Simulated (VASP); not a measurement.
# Re (P6_3/mmc) in VASP: a series of runs, part 2 of 2

VASP 6.6.1. The steps go on from the part before.

### 3 Single point, PBE

This run uses another cell than the first one, of 13.93 Å³/atom, 1.029 times its volume.

The input, INCAR:

```
  PREC = Accurate
  ENCUT = 520
  EDIFF = 1E-6
  ISMEAR = 1
  SIGMA = 0.1
  LREAL = False
  LASPH = True
  NELM = 60
  ALGO = Normal
  ISIF = 2
  LWAVE = False
  LCHARG = True
  GGA = PE
  LELF = True
  LVHAR = True
  NBANDS = 14
```

The input, KPOINTS:

```
regular mesh
0
Gamma
  12 12 7
```

The input, POSCAR:

```
Re
1.0
    2.7108197519      0.0000000000      0.0000000000
   -1.3554098760      2.3476388343      0.0000000000
    0.0000000000      0.0000000000      4.3774908063
Re
2
Direct
    0.3333333333      0.6666666667      0.2500000000
    0.6666666667      0.3333333333      0.7500000000
```

Potentials or basis: VASP PAW PBE potentials, release 64 (Re).

Command:

```sh
$ cat potpaw_PBE.64/Re/POTCAR > POTCAR
$ mpirun -np 1 vasp_std > vasp.out
```

OUTCAR:

```text
PREC = Accurate
   ENCUT = 520
   EDIFF = 1E-6
   ISMEAR = 1
   LREAL = False
   LASPH = True
   NELM = 60
   ISIF = 2
   GGA = PE

 ion  position               nearest neighbor table
   1  0.333  0.667  0.250-   2 2.69   2 2.69   2 2.69   2 2.69   2 2.69   2 2.69
   2  0.667  0.333  0.750-   1 2.69   1 2.69   1 2.69   1 2.69   1 2.69   1 2.69

  LATTYP: Found a hexagonal cell.
 ALAT       =     2.7108197519
 C/A-ratio  =     1.6148217908

  Lattice vectors:

 A1 = (   2.7108197519,   0.0000000000,   0.0000000000)
[... 586 lines left out ...]
      8      10.8515      0.00000
      9      10.8528      0.00000
     10      11.1838      0.00000
     11      13.0258      0.00000
     12      17.1713      0.00000
     13      19.8902      0.00000
     14      22.8363      0.00000

 [... further k-points ...]
[... 5 lines left out ...]
  --------------------------------------------------------------------------------------
  -------------------------------------------------------------------------------------
  Total        5.2250653      5.2250656      5.3644676     -0.0000000      0.0000000     -0.0000000
  in kB      300.5004577    300.5004741    308.5176665     -0.0000000      0.0000000     -0.0000000
  external PRESSURE =     303.1728661 kB  Pullay stress =       0.0000000 kB

 VOLUME and BASIS-vectors are now :
 -----------------------------------------------------------------------------
  energy-cutoff  :      520.00
  volume of cell :       27.86
      direct lattice vectors                 reciprocal lattice vectors
     2.710819752  0.000000000  0.000000000     0.368892103  0.212979949  0.000000000
    -1.355409876  2.347638834  0.000000000     0.000000000  0.425959899  0.000000000
     0.000000000  0.000000000  4.377490806     0.000000000  0.000000000  0.228441371

 POSITION                                       TOTAL-FORCE (eV/Angst)
 -----------------------------------------------------------------------------------
     -0.00000      1.56509      1.09437         0.000000     -0.000000      0.000000
      1.35541      0.78255      3.28312        -0.000000      0.000000      0.000000
 -----------------------------------------------------------------------------------
    total drift:                               -0.000000      0.000000     -0.000000

  FREE ENERGIE OF THE ION-ELECTRON SYSTEM (eV)
  ---------------------------------------------------
  free  energy   TOTEN  =       -24.6739529780 eV

  energy  without entropy=      -24.6743708009  energy(sigma->0) =      -24.67409225
```

OSZICAR:

```text
N       E                     dE             d eps       ncg     rms          rms(c)
DAV:   1     0.201004966456E+02    0.20100E+02   -0.68502E+03  4256   0.126E+03
DAV:   2    -0.249510525513E+02   -0.45052E+02   -0.40272E+02  3392   0.293E+02
DAV:   3    -0.259618762097E+02   -0.10108E+01   -0.98294E+00  3448   0.431E+01
DAV:   4    -0.259713894707E+02   -0.95133E-02   -0.95087E-02  3184   0.282E+00
DAV:   5    -0.259715664328E+02   -0.17696E-03   -0.17695E-03  3366   0.706E-01    0.475E+01
DAV:   6    -0.250422961012E+02    0.92927E+00   -0.59994E-01  3686   0.216E+01    0.211E+01
DAV:   7    -0.246854941427E+02    0.35680E+00   -0.50377E-01  3720   0.193E+01    0.476E-01
DAV:   8    -0.246748164252E+02    0.10678E-01   -0.66846E-03  3220   0.670E-01    0.136E-01
DAV:   9    -0.246739352851E+02    0.88114E-03   -0.48132E-04  4008   0.236E-01    0.387E-02
DAV:  10    -0.246739515936E+02   -0.16309E-04   -0.45470E-05  3378   0.572E-02    0.159E-02
DAV:  11    -0.246739533044E+02   -0.17108E-05   -0.22191E-07  2130   0.201E-02    0.268E-03
DAV:  12    -0.246739529780E+02    0.32641E-06   -0.16695E-07  1568   0.916E-03
   1 F= -.24673953E+02 E0= -.24674092E+02  d E =0.417823E-03
```

Wall time 25 s (1 thread of AMD EPYC 7R43 (Zen 3), shared host); peak memory 0.12 GiB.

What came out:

| Item | Value |
| --- | --- |
| Free energy | -24.6740 eV |
| Pressure | 30.3 GPa |
| Band gap on the k mesh | zero (band 7 reaches 10.12 eV, above the bottom of band 8 at 6.85 eV) |

Levels at points of the mesh, in eV from the Fermi level:
```tsv
k point	band 4	band 5	band 6	band 7	band 8	band 9	band 10	band 11
(0.00, 0.00, 0.00)	-1.76	-1.75	-0.84	-0.84	0.16	0.16	0.72	3.60
(0.50, 0.00, 0.00)	-2.14	-1.77	-1.48	-0.65	4.28	4.73	4.87	6.54
```

Caveat: spin-orbit coupling is left out, which moves the levels of the heavy elements.

### 4 Single point, PBE

This run uses another cell than the first one, of 14.32 Å³/atom, 1.058 times its volume.

The input, INCAR:

```
ALGO = Normal
EDIFF = 1E-6
ENCUT = 520
GGA = PE
ISIF = 2
ISMEAR = 1
LASPH = True
LCHARG = False
LREAL = False
LWAVE = False
NBANDS = 14
NELM = 80
PREC = Accurate
SIGMA = 0.1
```

The input, KPOINTS:

```
k-points
0
Gamma
  12 12 7
```

The input, POSCAR:

```
Re
1.0
    2.7360381280      0.0000000000      0.0000000000
   -1.3680190640      2.3694785892      0.0000000000
    0.0000000000      0.0000000000      4.4182139895
Re
2
Direct
    0.3333333333      0.6666666667      0.2500000000
    0.6666666667      0.3333333333      0.7500000000
```

Potentials or basis: VASP PAW PBE potentials, release 64 (Re).

Command:

```sh
$ cat potpaw_PBE.64/Re/POTCAR > POTCAR
$ mpirun -np 1 vasp_std > vasp.out
```

OUTCAR:

```text
EDIFF = 1E-6
   ENCUT = 520
   GGA = PE
   ISIF = 2
   ISMEAR = 1
   LASPH = True
   LREAL = False
   NELM = 80
   PREC = Accurate

 ion  position               nearest neighbor table
   1  0.333  0.667  0.250-   2 2.72   2 2.72   2 2.72   2 2.72   2 2.72   2 2.72
   2  0.667  0.333  0.750-   1 2.72   1 2.72   1 2.72   1 2.72   1 2.72   1 2.72

  LATTYP: Found a hexagonal cell.
 ALAT       =     2.7360381280
 C/A-ratio  =     1.6148217908

  Lattice vectors:

 A1 = (   2.7360381280,   0.0000000000,   0.0000000000)
[... 588 lines left out ...]
     10      10.7284      0.00000
     11      12.4868      0.00000
     12      16.5066      0.00000
     13      19.2163      0.00000
     14      22.0396      0.00000

 [... further k-points ...]
[... 5 lines left out ...]
  --------------------------------------------------------------------------------------
  -------------------------------------------------------------------------------------
  Total        2.9965655      2.9965657      3.1611320     -0.0000000      0.0000000      0.0000000
  in kB      167.6149213    167.6149305    176.8200585     -0.0000000      0.0000000      0.0000000
  external PRESSURE =     170.6833034 kB  Pullay stress =       0.0000000 kB

 VOLUME and BASIS-vectors are now :
 -----------------------------------------------------------------------------
  energy-cutoff  :      520.00
  volume of cell :       28.64
      direct lattice vectors                 reciprocal lattice vectors
     2.736038128  0.000000000  0.000000000     0.365491983  0.211016889  0.000000000
    -1.368019064  2.369478589  0.000000000     0.000000000  0.422033778  0.000000000
     0.000000000  0.000000000  4.418213989     0.000000000  0.000000000  0.226335800

 POSITION                                       TOTAL-FORCE (eV/Angst)
 -----------------------------------------------------------------------------------
     -0.00000      1.57965      1.10455        -0.000000      0.000000      0.000000
      1.36802      0.78983      3.31366         0.000000      0.000000      0.000000
 -----------------------------------------------------------------------------------
    total drift:                               -0.000000      0.000000     -0.000000

  FREE ENERGIE OF THE ION-ELECTRON SYSTEM (eV)
  ---------------------------------------------------
  free  energy   TOTEN  =       -24.7898530933 eV

  energy  without entropy=      -24.7903112811  energy(sigma->0) =      -24.79000582
```

OSZICAR:

```text
N       E                     dE             d eps       ncg     rms          rms(c)
DAV:   1     0.207333006272E+02    0.20733E+02   -0.68571E+03  4248   0.125E+03
DAV:   2    -0.251045996963E+02   -0.45838E+02   -0.40401E+02  3424   0.284E+02
DAV:   3    -0.261240637066E+02   -0.10195E+01   -0.99666E+00  3418   0.442E+01
DAV:   4    -0.261341168790E+02   -0.10053E-01   -0.10048E-01  3210   0.303E+00
DAV:   5    -0.261342926835E+02   -0.17580E-03   -0.17578E-03  3398   0.696E-01    0.450E+01
DAV:   6    -0.251579936924E+02    0.97630E+00   -0.68483E-01  3692   0.232E+01    0.192E+01
DAV:   7    -0.248025250250E+02    0.35547E+00   -0.52839E-01  3720   0.198E+01    0.566E-01
DAV:   8    -0.247907167192E+02    0.11808E-01   -0.73206E-03  3476   0.809E-01    0.160E-01
DAV:   9    -0.247898340817E+02    0.88264E-03   -0.52141E-04  4024   0.267E-01    0.376E-02
DAV:  10    -0.247898515983E+02   -0.17517E-04   -0.41263E-05  3478   0.505E-02    0.168E-02
DAV:  11    -0.247898534525E+02   -0.18542E-05   -0.22421E-07  2104   0.237E-02    0.253E-03
DAV:  12    -0.247898530933E+02    0.35922E-06   -0.19440E-07  1662   0.945E-03
   1 F= -.24789853E+02 E0= -.24790006E+02  d E =0.458188E-03
```

stdout:

```text
POSCAR found type information on POSCAR Re
 POSCAR found :  1 types and       2 ions
 scaLAPACK will be used
 LDA part: xc-table for (Slater+PW92), standard interpolation
 POSCAR, INCAR and KPOINTS ok, starting setup
 FFT: planning ... GRIDC
 FFT: planning ... GRID_SOFT
 FFT: planning ... GRID
 WAVECAR not read
 entering main loop
```

Run time: 24 s. Hardware: 1 thread of AMD EPYC 7R43 (Zen 3), shared host; peak memory 0.12 GiB.

What came out:

| Quantity | Value |
| --- | --- |
| Free energy | -24.7899 eV |
| Pressure | 17.1 GPa |
| Band gap on the k mesh | zero (band 7 reaches 9.67 eV, above the bottom of band 8 at 6.57 eV) |

Caveat: spin-orbit coupling is left out, which moves the levels of the heavy elements.

### 5 Single point, PBE

This run uses another cell than the first one, of 14.71 Å³/atom, 1.087 times its volume.

The input, INCAR:

```
SYSTEM = Re
PREC = Accurate ; ENCUT = 520
EDIFF = 1E-7 ; ISMEAR = 1
SIGMA = 0.1 ; LREAL = .FALSE.
LASPH = .TRUE. ; NELM = 100
ALGO = Normal ; ISIF = 2
LWAVE = .FALSE. ; LCHARG = .TRUE.
GGA = PE ; LELF = .TRUE.
LVHAR = .TRUE. ; NBANDS = 14
```

The input, KPOINTS:

```
regular mesh
0
G
  12 12 7
  0 0 0
```

The input, POSCAR:

```
Re
1.0
    2.7608000000      0.0000000000      0.0000000000
   -1.3804000000      2.3909230000      0.0000000000
    0.0000000000      0.0000000000      4.4582000000
Re
2
Direct
    0.3333333333      0.6666666667      0.2500000000
    0.6666666667      0.3333333333      0.7500000000
```

Command:

```sh
$ cat potpaw_PBE.64/Re/POTCAR > POTCAR
$ mpirun -np 1 vasp_std > vasp.out
```

Run time: 35 s. Hardware: 1 thread of AMD EPYC 7R43 (Zen 3), shared host; peak memory 0.14 GiB.

Results (log left out):

```yaml
Free_energy: -24.8454 eV
Pressure: 5.6 GPa
Band_gap_on_the_k_mesh: zero (band 7 reaches 9.25 eV, above the bottom of band 8 at 6.30 eV)
```

Stress tensor (GPa, compression positive):
```
5.30 0.00 0.00
0.00 5.30 0.00
0.00 0.00 6.24
```

Levels at points of the mesh, in eV from the Fermi level:
```tsv
k point	band 3	band 4	band 5	band 6	band 7	band 8	band 9	band 10	band 11	band 12
(0.00, 0.00, 0.00)	-1.59	-1.59	-1.59	-0.76	-0.76	0.18	0.18	0.61	3.35	3.35
(0.50, 0.00, 0.00)	-5.26	-1.95	-1.75	-1.38	-0.61	3.95	4.36	4.48	6.05	7.06
```

Caveat: spin-orbit coupling is left out, which moves the levels of the heavy elements.

### 6 Single point, PBE

This run uses another cell than the first one, of 15.11 Å³/atom, 1.116 times its volume.

The input, INCAR:

```
ALGO = Normal
EDIFF = 1E-7
ENCUT = 520
GGA = PE
ISIF = 2
ISMEAR = 1
LASPH = T
LCHARG = T
LELF = T
LREAL = F
LVHAR = T
LWAVE = F
NBANDS = 14
NELM = 80
PREC = Accurate
SIGMA = 0.1
```

The input, KPOINTS:

```
k-points
0
Gamma
  12 12 7
```

The input, POSCAR:

```
Re
1.0
    2.7851254825      0.0000000000      0.0000000000
   -1.3925627412      2.4119894864      0.0000000000
    0.0000000000      0.0000000000      4.4974813192
Re
2
Direct
    0.3333333333      0.6666666667      0.2500000000
    0.6666666667      0.3333333333      0.7500000000
```

Potentials or basis: VASP PAW PBE potentials, release 64 (Re).

Command:

```sh
$ cat potpaw_PBE.64/Re/POTCAR > POTCAR
$ mpirun -np 1 vasp_std > vasp.out
```

It took 40 s on 1 thread of AMD EPYC 7R43 (Zen 3), shared host; peak memory 0.13 GiB.

It converged, with:

| Property | Result |
| --- | --- |
| Free energy | -24.8487 eV |
| Pressure | -4.3 GPa |
| Band gap on the k mesh | zero (band 7 reaches 8.86 eV, above the bottom of band 8 at 6.05 eV) |

Stress tensor (GPa, compression positive):
```
-4.58  0.00  0.00
 0.00 -4.58  0.00
 0.00  0.00 -3.73
```

Levels at points of the mesh, in eV from the Fermi level:
```tsv
k point	band 5	band 6	band 7	band 8	band 9	band 10
(0.00, 0.00, 0.00)	-1.52	-0.72	-0.72	0.18	0.18	0.56
(0.50, 0.00, 0.00)	-1.73	-1.34	-0.59	3.80	4.19	4.31
```

Caveat: spin-orbit coupling is left out, which moves the levels of the heavy elements.

### 7 The runs side by side

```tsv
cell	gap on the mesh (eV)	pressure (GPa)
a = 2.685, b = 2.685, c = 4.336 Å, angles 90.0, 90.0, 120.0°, 2 atoms	none	45.6
a = 2.711, b = 2.711, c = 4.377 Å, angles 90.0, 90.0, 120.0°, 2 atoms	none	30.3
a = 2.736, b = 2.736, c = 4.418 Å, angles 90.0, 90.0, 120.0°, 2 atoms	none	17.1
a = 2.761, b = 2.761, c = 4.458 Å, angles 90.0, 90.0, 120.0°, 2 atoms	none	5.6
a = 2.785, b = 2.785, c = 4.497 Å, angles 90.0, 90.0, 120.0°, 2 atoms	none	-4.3
```

Alike in all rows: task single point; level PBE; potentials or basis VASP PAW PBE potentials, release 64 (Re); no spin polarisation; k mesh 12 × 12 × 7; cutoff (eV) 520; smearing methfessel-paxton 0.1 eV.

Caveats: spin-orbit coupling is left out, which moves the levels of the heavy elements.

Total energies depend on the potentials used, so only differences within one code and one set of settings carry meaning.
